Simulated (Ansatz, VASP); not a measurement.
**Sn2HO2: VASP beside Ansatz**

The input INCAR:

```
PREC     = Accurate       # precision mode
ENCUT    = 520            # plane-wave cutoff, eV
EDIFF    = 1E-6           # SCF threshold, eV
ISMEAR   = 0              # smearing method
SIGMA    = 0.05           # smearing width, eV
LREAL    = False          # projectors in reciprocal space
LASPH    = True           # aspherical terms in the spheres
NELM     = 150            # most SCF steps
ALGO     = Normal         # electronic algorithm
ISIF     = 2              # what is computed and relaxed
LWAVE    = False          # write WAVECAR
LCHARG   = False          # write CHGCAR
ISPIN    = 2              # spin polarisation
MAGMOM   = 0 0 0 0 1      # initial moments
LORBIT   = 11             # projections on sites
LDIPOL   = True         
IDIPOL   = 3            
DIPOL    = 0.5 0.5 0.304
GGA      = PE             # functional
IVDW     = 12             # dispersion correction
NBANDS   = 32             # bands
```

KPOINTS

```
regular mesh
0
Gamma
  7 7 1
```

POSCAR

```
Sn2HO2
1.0
    3.8201629938      0.0000000000      0.0000000000
    0.0000000000      3.8201629938      0.0000000000
    0.0000000000      0.0000000000     19.4630415395
Sn O H
2 2 1
Direct
    0.7500000000      0.2500000000      0.2055177240
    0.2500000000      0.7500000000      0.3269294538
    0.2500000000      0.2500000000      0.2662235889
    0.7500000000      0.7500000000      0.2662235889
    0.5000000000      1.0000000000      0.4553780313
```

Input for Ansatz:

```yaml
crystal:
  lattice:
    - [3.8201629938, 0.0, 0.0]
    - [0.0, 3.8201629938, 0.0]
    - [0.0, 0.0, 19.4630415395]
  atoms:
    - { symbol: Sn, position: [0.75, 0.25, 0.205517724] }
    - { symbol: O, position: [0.25, 0.25, 0.2662235889] }
    - { symbol: O, position: [0.75, 0.75, 0.2662235889] }
    - { symbol: Sn, position: [0.25, 0.75, 0.3269294538] }
    - { symbol: H, position: [0.5, 1.0, 0.4553780313], spin: 1.0 }
basis:
  ecutwfc: 420
kpoints:
  mp_grid: { grid: [7, 7, 1] }
hamiltonian:
  xc: pbe
  pseudopotentials: { kind: paw, azcp: { folder: soft_1 } }
  dispersion: d3bj
scf:
  occupations: { method: gaussian, width: 0.05 }
output:
  forces: true
  eigenvalues: true
  populations: true
magnetization:
  spin_polarized: true
efield:
  axis: 3
  dipole_correction: true
  ramp_width: 0.04
```

Alike in both runs: task single point; functional PBE; dispersion D3(BJ); k mesh 7 × 7 × 1; occupations gaussian, width 0.05 eV; collinear spin.

```csv
,VASP,Ansatz
version,VASP 6.6.1,Ansatz 0.2.0
potentials or method,"VASP PAW PBE potentials, release 64 (Sn_d, O, H), cutoff 520 eV","scalar-relativistic, plane waves, PAW"
valence electrons in the cell,41,41
```

|  | VASP | Ansatz | Ansatz less VASP |
| --- | --- | --- | --- |
| gap on the k mesh at the Fermi level (eV) | 1.45 | 1.47 | +0.018 |
| least direct gap on the mesh (eV) | 1.50 | 1.51 | +0.016 |
| rms of the force components (eV/Å) | 0.107 | 0.089 | -0.0177 |
| net moment per atom (μB) | 0.20 | 0.20 | 0.000 |
| size of the moment on the site where the two differ most (μB) | 0.34 | 0.74 | +0.406 |

Site moments also hang on the region over which each program counts them.
